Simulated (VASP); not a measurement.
Bi2Te3:

```
CELL_PARAMETERS angstrom
2.19300 1.26613 10.16567
-2.19300 1.26613 10.16567
0.00000 -2.53226 10.16567
ATOMIC_POSITIONS crystal
Bi 0.40000 0.40000 0.40000
Bi 0.60000 0.60000 0.60000
Te 0.00000 0.00000 0.00000
Te 0.20950 0.20950 0.20950
Te 0.79050 0.79050 0.79050
```

```yaml
Program: VASP 6.6.1
Task: relaxation of cell and atoms
Functional: PBE
Potentials_or_basis: VASP PAW PBE potentials, release 64 (Bi_d, Te)
Cutoff: 600 eV
k_mesh: 5 × 5 × 5
Occupations: gaussian, width 0.01 eV
Spin: no spin polarisation
```

At the start: pressure 1.9 GPa; volume 33.87 Å³/atom.

Q: How do energy, volume and symmetry change on relaxing?

A: Over 13 steps the energy falls by 13.0 meV/atom and the volume is 36.44 Å³/atom (+7.6 %); space group R-3m (No. 166, to 0.1 Å) before and after.

The path:
```csv
step,energy change (eV),largest force (eV/Å),pressure (GPa),volume (Å³)
1,0.0000,0.0267,1.89,169.36
2,-0.0267,0.3461,-0.91,179.34
3,-0.0367,0.2404,0.00,175.80
4,-0.0419,0.1744,-0.01,176.27
5,-0.0455,0.1138,0.01,177.10
6,-0.0477,0.1002,0.02,177.36
7,-0.0533,0.0583,-0.05,178.15
8,-0.0600,0.0514,-0.08,179.72
9,-0.0590,0.1803,-0.09,182.85
10,-0.0616,0.0959,-0.10,181.19
11,-0.0634,0.0300,0.21,180.74
12,-0.0634,0.0305,0.20,180.75
13,-0.0650,0.0127,0.00,182.22
```

Final structure:
```xyz
5
Lattice="2.2219 1.2828 10.6548 -2.2219 1.2828 10.6548 0.0000 -2.5656 10.6548" Properties=species:S:1:pos:R:3 pbc="T T T"
Bi    0.0000    0.0000   12.7052
Bi    0.0000    0.0000   19.2593
Te    0.0000    0.0000    0.0000
Te    0.0000    0.0000    6.8791
Te    0.0000    0.0000   25.0854
```
